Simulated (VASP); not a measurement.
# YF5 (P6/mmm) in VASP: a series of runs

The runs below take YF5 through single point, with PBE.

All numbers are computed with VASP 6.6.1; they aren't measurements. Logs are shortened: lines on timing, memory, paths and dates and some standing lists are left out, and cuts for length are marked.

## Step 1: The cell of the first run

Symmetry: P6/mmm, No. 191, hexagonal system. The conventional cell has a = 4.373 Å, b = 4.373 Å, c = 4.337 Å, α = 90.00°, β = 90.00°, γ = 120.00°. Within 2.9 Å of Y (site symmetry 6/mmm) lie 8 F at 2.17 to 2.52 Å. Within 2.9 Å of F (site symmetry -6m2) lie 5 F at 2.17 to 2.52 Å and 3 Y at 2.52 Å. Within 2.9 Å of F (site symmetry -6m2) lie 8 F at 2.17 to 2.52 Å. F (site symmetry 6/mmm) has 2 Y at 2.17 Å and 6 F at 2.52 Å within 2.9 Å.

The cell was built from a structure type or drawn by symmetry, and may not be a known phase.

## Step 2: Single point, PBE, collinear spin

Contents of INCAR:

```
PREC = Accurate
ENCUT = 520
EDIFF = 1E-6
ISMEAR = 0
SIGMA = 0.1
LREAL = F
LASPH = T
NELM = 150
ALGO = Normal
ISIF = 2
LWAVE = F
LCHARG = F
ISPIN = 2
MAGMOM = 0 1 1 1 1 1
LORBIT = 11
LMAXMIX = 4
GGA = PE
NBANDS = 36
```

Contents of KPOINTS:

```
Automatic mesh
0
Gamma
  6 6 4
```

Contents of POSCAR:

```
YF5
1.0
    4.3728667879      0.0000000027      0.0000000000
   -2.1864333963      3.7870137244      0.0000000000
    0.0000000000      0.0000000000      4.3372959150
Y F
1 5
Direct
    0.0000000000      0.0000000000      0.5000000000
    0.3333333333      0.6666666667      0.5000000000
    0.6666666667      0.3333333333      0.5000000000
    0.3333333333      0.6666666667      0.0000000000
    0.6666666667      0.3333333333      0.0000000000
    0.0000000000      0.0000000000      0.0000000000
```

Potentials or basis: VASP PAW PBE potentials, release 64 (Y_sv, F).

Command:

```bash
> cat potpaw_PBE.64/Y_sv/POTCAR potpaw_PBE.64/F/POTCAR > POTCAR
> mpirun -np 1 vasp_std > vasp.out
```

OUTCAR:

```text
PREC = Accurate
   ENCUT = 520
   EDIFF = 1E-6
   ISMEAR = 0
   LREAL = F
   LASPH = T
   NELM = 150
   ISIF = 2
   ISPIN = 2
   LORBIT = 11
   GGA = PE

 ion  position               nearest neighbor table
   1  0.000  0.000  0.500-   6 2.17   6 2.17   2 2.52   3 2.52   3 2.52   2 2.52   3 2.52   2 2.52

   2  0.333  0.667  0.500-   1 2.52   1 2.52   1 2.52
   3  0.667  0.333  0.500-   1 2.52   1 2.52   1 2.52
   4  0.333  0.667  0.000-
   5  0.667  0.333  0.000-
   6  0.000  0.000  0.000-   1 2.17   1 2.17

  LATTYP: Found a hexagonal cell.
 ALAT       =     4.3728667879
 C/A-ratio  =     0.9918655485

  Lattice vectors:

 A1 = (   4.3728667879,   0.0000000027,   0.0000000000)
 A2 = (  -2.1864333963,   3.7870137244,   0.0000000000)
 A3 = (   0.0000000000,   0.0000000000,   4.3372959150)

Analysis of symmetry for initial positions (statically):
=====================================================================
 Subroutine PRICEL returns:
 Original cell was already a primitive cell.

 Routine SETGRP: Setting up the symmetry group for a
 hexagonal supercell.

 Subroutine GETGRP returns: Found 24 space group operations
 (whereof 24 operations were pure point group operations)
 out of a pool of 24 trial point group operations.

The static configuration has the point symmetry D_6h.

Analysis of symmetry for dynamics (positions and initial velocities):
=====================================================================
 Subroutine PRICEL returns:
 Original cell was already a primitive cell.

 Routine SETGRP: Setting up the symmetry group for a
 hexagonal supercell.

 Subroutine GETGRP returns: Found 24 space group operations
 (whereof 24 operations were pure point group operations)
 out of a pool of 24 trial point group operations.

The dynamic configuration has the point symmetry D_6h.

Analysis of structural, dynamic, and magnetic symmetry:
=====================================================================
 Subroutine PRICEL returns:
 Original cell was already a primitive cell.

 Routine SETGRP: Setting up the symmetry group for a
 hexagonal supercell.

 Subroutine GETGRP returns: Found 24 space group operations
 (whereof 24 operations were pure point group operations)
 out of a pool of 24 trial point group operations.

The overall configuration has the point symmetry D_6h.
[... 136 lines left out ...]
  energy-cutoff  :      520.00
  volume of cell :       71.83
 maximum number of plane-waves:      1968
 NGX is ok and might be reduce to    36
   NGX = 17   NGY = 17   NGZ = 17

 number of electron      45.9999981 magnetization       2.0000681

 Free energy of the ion-electron system (eV)
  ---------------------------------------------------
  ext. energy  EPLUGINS =         0.00000000
  ---------------------------------------------------
  free energy    TOTEN  =       -29.42489270 eV

  energy without entropy =      -29.40643330  energy(sigma->0) =      -29.41566300

 E-fermi :  -0.0093     XC(G=0): -10.2126

 val. band max:       -0.0239704589   @ k =   0.3333   0.1667   0.0000
 cond. band min:       0.0015011144   @ k =   0.1667   0.1667   0.5000
 fundamental gap:      0.0254715733
 Fermi energy:        -0.0093193780

 spin component 1

 k-point     1 :       0.0000    0.0000    0.0000
  band No.  band energies     occupation
      1     -41.3092      1.00000
      2     -22.6022      1.00000
      3     -21.7814      1.00000
      4     -21.5811      1.00000
      5     -21.2597      1.00000
      6     -21.1707      1.00000
[... 787 lines left out ...]
     34      16.0396      0.00000
     35      16.0396      0.00000
 Fermi energy:        -0.0093193780

 spin component 2

 k-point     1 :       0.0000    0.0000    0.0000
  band No.  band energies     occupation
      1     -41.3159      1.00000
      2     -22.0049      1.00000
      3     -21.3469      1.00000
      4     -21.2663      1.00000
      5     -21.1800      1.00000
      6     -21.1800      1.00000
[... 787 lines left out ...]
     34      16.2708      0.00000
     35      16.2708      0.00000
 [bands above 35 left out]

------------------------ aborting loop because EDIFF is reached ----------------------------------------

  FORCE on cell =-STRESS in cart. coord.  units (eV):
  Direction    XX          YY          ZZ          XY          YZ          ZX
  --------------------------------------------------------------------------------------
  -------------------------------------------------------------------------------------
  Total       -0.1725187     -0.1725187     -0.1873831      0.0000000      0.0000000      0.0000000
  in kB       -3.8482606     -3.8482606     -4.1798328      0.0000000      0.0000000      0.0000000
  external PRESSURE =      -3.9587846 kB  Pullay stress =       0.0000000 kB

 VOLUME and BASIS-vectors are now :
 -----------------------------------------------------------------------------
  energy-cutoff  :      520.00
  volume of cell :       71.83
      direct lattice vectors                 reciprocal lattice vectors
     4.372866788  0.000000003  0.000000000     0.228682932  0.132030153  0.000000000
    -2.186433396  3.787013724  0.000000000    -0.000000000  0.264060305  0.000000000
     0.000000000  0.000000000  4.337295915     0.000000000  0.000000000  0.230558399

 POSITION                                       TOTAL-FORCE (eV/Angst)
 -----------------------------------------------------------------------------------
      0.00000      0.00000      2.16865        -0.000000     -0.000000      0.000000
     -0.00000      2.52468      2.16865         0.000000     -0.000000      0.000000
      2.18643      1.26234      2.16865        -0.000000      0.000000      0.000000
     -0.00000      2.52468      0.00000         0.000000      0.000000      0.000000
      2.18643      1.26234      0.00000        -0.000000     -0.000000      0.000000
      0.00000      0.00000      0.00000        -0.000000     -0.000000      0.000000
 -----------------------------------------------------------------------------------
    total drift:                                0.000000      0.000000      0.000000

  FREE ENERGIE OF THE ION-ELECTRON SYSTEM (eV)
  ---------------------------------------------------
  free  energy   TOTEN  =       -29.4248926990 eV

  energy  without entropy=      -29.4064332974  energy(sigma->0) =      -29.41566300

 total charge

# of ion       s       p       d       f       tot
--------------------------------------------------
    1        2.111   6.261   0.619   0.105   9.097
    2        1.746   4.279   0.000   0.000   6.026
    3        1.746   4.279   0.000   0.000   6.026
    4        1.762   4.123   0.000   0.000   5.884
    5        1.762   4.123   0.000   0.000   5.884
    6        1.743   4.374   0.000   0.000   6.117
--------------------------------------------------
tot         10.870  27.439   0.619   0.105  39.034

 magnetization (x)

# of ion       s       p       d       f       tot
--------------------------------------------------
    1       -0.002  -0.005  -0.012  -0.001  -0.019
    2        0.003   0.255   0.000   0.000   0.258
    3        0.003   0.255   0.000   0.000   0.258
    4        0.004   0.650   0.000   0.000   0.654
    5        0.004   0.650   0.000   0.000   0.654
    6       -0.000   0.061   0.000   0.000   0.061
--------------------------------------------------
tot          0.011   1.867  -0.012  -0.001   1.866
```

OSZICAR:

```text
N       E                     dE             d eps       ncg     rms          rms(c)
DAV:   1     0.277687643736E+03    0.27769E+03   -0.25497E+04  3032   0.126E+03
DAV:   2    -0.159997534592E+02   -0.29369E+03   -0.28117E+03  3664   0.324E+02
DAV:   3    -0.315469019364E+02   -0.15547E+02   -0.15328E+02  4304   0.652E+01
DAV:   4    -0.318832279370E+02   -0.33633E+00   -0.33558E+00  3792   0.784E+00
DAV:   5    -0.318887554612E+02   -0.55275E-02   -0.55272E-02  3468   0.906E-01    0.251E+01
DAV:   6    -0.297458188950E+02    0.21429E+01   -0.68536E+00  3132   0.185E+01    0.196E+01
DAV:   7    -0.295119256498E+02    0.23389E+00   -0.84380E-01  3596   0.846E+00    0.143E+01
DAV:   8    -0.293940222963E+02    0.11790E+00   -0.30445E-01  3876   0.501E+00    0.605E+00
DAV:   9    -0.294331410037E+02   -0.39119E-01   -0.13641E-01  3776   0.240E+00    0.211E+00
DAV:  10    -0.294243340577E+02    0.88069E-02   -0.24272E-02  3448   0.172E+00    0.681E-01
DAV:  11    -0.294252390794E+02   -0.90502E-03   -0.96126E-03  3432   0.677E-01    0.296E-01
DAV:  12    -0.294248101378E+02    0.42894E-03   -0.21384E-03  3636   0.392E-01    0.903E-02
DAV:  13    -0.294248735941E+02   -0.63456E-04   -0.24592E-04  3412   0.103E-01    0.320E-02
DAV:  14    -0.294248852280E+02   -0.11634E-04   -0.28920E-05  3532   0.443E-02    0.170E-02
DAV:  15    -0.294248918157E+02   -0.65877E-05   -0.73847E-06  3228   0.195E-02    0.816E-03
DAV:  16    -0.294248926990E+02   -0.88331E-06   -0.10241E-06  2416   0.674E-03
   1 F= -.29424893E+02 E0= -.29415663E+02  d E =-.184594E-01  mag=     2.0000
```

stdout:

```text
POSCAR found type information on POSCAR Y F
 POSCAR found :  2 types and       6 ions
 scaLAPACK will be used
 LDA part: xc-table for (Slater+PW92), standard interpolation
 POSCAR, INCAR and KPOINTS ok, starting setup
 FFT: planning ... GRIDC
 FFT: planning ... GRID_SOFT
 FFT: planning ... GRID
 WAVECAR not read
 entering main loop
```

It took 2.5 min on 1 thread of Intel Xeon 8259CL, shared host; peak memory 0.28 GiB.

What came out:

| Property | Result |
| --- | --- |
| Free energy | -29.4249 eV |
| Pressure | -0.4 GPa |
| Band gap on the k mesh | zero (filled and empty bands overlap) |
| Net moment | 2.00 μB per cell |
| Site moments | Y -0.02; F +0.26, +0.65, +0.06 (each value once) μB |
| Valence electrons inside the program's atomic spheres | Y 9.10; F 6.03, 5.88, 6.12 (each value once) |

Caveat: the k points lie up to 0.36 Å⁻¹ apart, too coarse for converged energies and pressures of a metal.

## Step 3: Single point, PBE, collinear spin

This run uses another cell than the first one, of 14.18 Å³/atom.

Contents of INCAR:

```
SYSTEM = YF5
PREC = Accurate ; ENCUT = 520
EDIFF = 1E-6 ; ISMEAR = 0
SIGMA = 0.1 ; LREAL = .False.
LASPH = .True. ; NELM = 150
ALGO = Normal ; ISIF = 2
LWAVE = .False. ; LCHARG = .False.
ISPIN = 2 ; MAGMOM = 0 1 1 1 1 1
LORBIT = 11 ; LMAXMIX = 4
GGA = PE ; NBANDS = 36
```

Contents of KPOINTS:

```
regular mesh
0
Gamma
  6 6 4
  0 0 0
```

Contents of POSCAR:

```
YF5
1.0
    4.7268225900      0.0000000000      0.0000000000
   -2.3634113000      4.0935484400      0.0000000000
    0.0000000000      0.0000000000      4.3956989500
Y F
1 5
Direct
    0.0000000000      0.0000000000      0.5000000000
    0.3333333300      0.6666666700      0.5000000000
    0.6666666700      0.3333333300      0.5000000000
    0.3333333300      0.6666666700      0.0000000000
    0.6666666700      0.3333333300      0.0000000000
    0.0000000000      0.0000000000      0.0000000000
```

Potentials or basis: VASP PAW PBE potentials, release 64 (Y_sv, F).

Command:

```bash
> cat potpaw_PBE.64/Y_sv/POTCAR potpaw_PBE.64/F/POTCAR > POTCAR
> mpirun -np 1 vasp_std > vasp.out
```

OUTCAR:

```text
SYSTEM = YF5
   PREC = Accurate
   ENCUT = 520
   EDIFF = 1E-6
   ISMEAR = 0
   LREAL = .False.
   LASPH = .True.
   NELM = 150
   ISIF = 2
   ISPIN = 2
   LORBIT = 11
   GGA = PE

 ion  position               nearest neighbor table
   1  0.000  0.000  0.500-   6 2.20   6 2.20   2 2.73   3 2.73   3 2.73   2 2.73   3 2.73   2 2.73

   2  0.333  0.667  0.500-   1 2.73   1 2.73   1 2.73
[... 1835 lines left out ...]

 POSITION                                       TOTAL-FORCE (eV/Angst)
 -----------------------------------------------------------------------------------
      0.00000      0.00000      2.19785         0.000000      0.000000      0.000000
     -0.00000      2.72903      2.19785        -0.000000      0.000000      0.000000
      2.36341      1.36452      2.19785         0.000000     -0.000000     -0.000000
     -0.00000      2.72903      0.00000        -0.000000      0.000000     -0.000000
      2.36341      1.36452      0.00000         0.000000     -0.000000      0.000000
      0.00000      0.00000      0.00000         0.000000      0.000000      0.000000
 -----------------------------------------------------------------------------------
    total drift:                               -0.000000      0.000000      0.000000

  FREE ENERGIE OF THE ION-ELECTRON SYSTEM (eV)
  ---------------------------------------------------
  free  energy   TOTEN  =       -28.9396820369 eV

  energy  without entropy=      -28.9148126138  energy(sigma->0) =      -28.92724733

 total charge

# of ion       s       p       d       f       tot
--------------------------------------------------
    1        2.092   6.171   0.511   0.078   8.851
    2        1.745   4.236   0.000   0.000   5.981
    3        1.745   4.236   0.000   0.000   5.981
    4        1.758   4.114   0.000   0.000   5.873
    5        1.758   4.114   0.000   0.000   5.873
    6        1.739   4.367   0.000   0.000   6.106
--------------------------------------------------
tot         10.838  27.239   0.511   0.078  38.665

 magnetization (x)

# of ion       s       p       d       f       tot
--------------------------------------------------
    1       -0.002  -0.004  -0.010  -0.001  -0.016
    2        0.003   0.287   0.000   0.000   0.290
    3        0.003   0.287   0.000   0.000   0.290
    4        0.004   0.636   0.000   0.000   0.640
    5        0.004   0.636   0.000   0.000   0.640
    6       -0.000   0.019   0.000   0.000   0.019
--------------------------------------------------
tot          0.012   1.862  -0.010  -0.001   1.863
```

OSZICAR:

```text
N       E                     dE             d eps       ncg     rms          rms(c)
DAV:   1     0.275244343671E+03    0.27524E+03   -0.24850E+04  3032   0.123E+03
DAV:   2    -0.156473937464E+02   -0.29089E+03   -0.27998E+03  3752   0.313E+02
DAV:   3    -0.316375022274E+02   -0.15990E+02   -0.15776E+02  4372   0.646E+01
DAV:   4    -0.319515988847E+02   -0.31410E+00   -0.31361E+00  3816   0.724E+00
DAV:   5    -0.319556126370E+02   -0.40138E-02   -0.40136E-02  3564   0.738E-01    0.211E+01
DAV:   6    -0.294711126437E+02    0.24845E+01   -0.71307E+00  3160   0.172E+01    0.167E+01
DAV:   7    -0.290961646983E+02    0.37495E+00   -0.95011E-01  3628   0.103E+01    0.129E+01
DAV:   8    -0.289392167298E+02    0.15695E+00   -0.39904E-01  3496   0.573E+00    0.804E+00
DAV:   9    -0.289293874061E+02    0.98293E-02   -0.30734E-01  3568   0.445E+00    0.334E+00
DAV:  10    -0.289381269516E+02   -0.87395E-02   -0.11792E-01  3688   0.321E+00    0.115E+00
DAV:  11    -0.289402090621E+02   -0.20821E-02   -0.19741E-02  3336   0.908E-01    0.588E-01
DAV:  12    -0.289393715662E+02    0.83750E-03   -0.48920E-03  3624   0.620E-01    0.185E-01
DAV:  13    -0.289396497081E+02   -0.27814E-03   -0.97507E-04  3304   0.227E-01    0.746E-02
DAV:  14    -0.289396717182E+02   -0.22010E-04   -0.51699E-05  3564   0.511E-02    0.328E-02
DAV:  15    -0.289396784567E+02   -0.67385E-05   -0.25017E-05  3340   0.423E-02    0.137E-02
DAV:  16    -0.289396813717E+02   -0.29150E-05   -0.67562E-06  3240   0.187E-02    0.630E-03
DAV:  17    -0.289396820369E+02   -0.66517E-06   -0.67143E-07  2316   0.637E-03
   1 F= -.28939682E+02 E0= -.28927247E+02  d E =-.248694E-01  mag=     1.9996
```

Wall time 3 min (1 thread of Intel Xeon 8259CL, shared host); peak memory 0.3 GiB.

What came out:

```
Free energy                                           : -28.9397 eV
Pressure                                              : -9.3 GPa
Band gap on the k mesh                                : zero (filled and empty bands overlap)
Net moment                                            : 2.00 μB per cell
Site moments                                          : Y -0.02; F +0.29, +0.64, +0.02 (each value once) μB
Valence electrons inside the program's atomic spheres : Y 8.85; F 5.98, 5.87, 6.11 (each value once)
```

Caveat: the cell stands under tension.
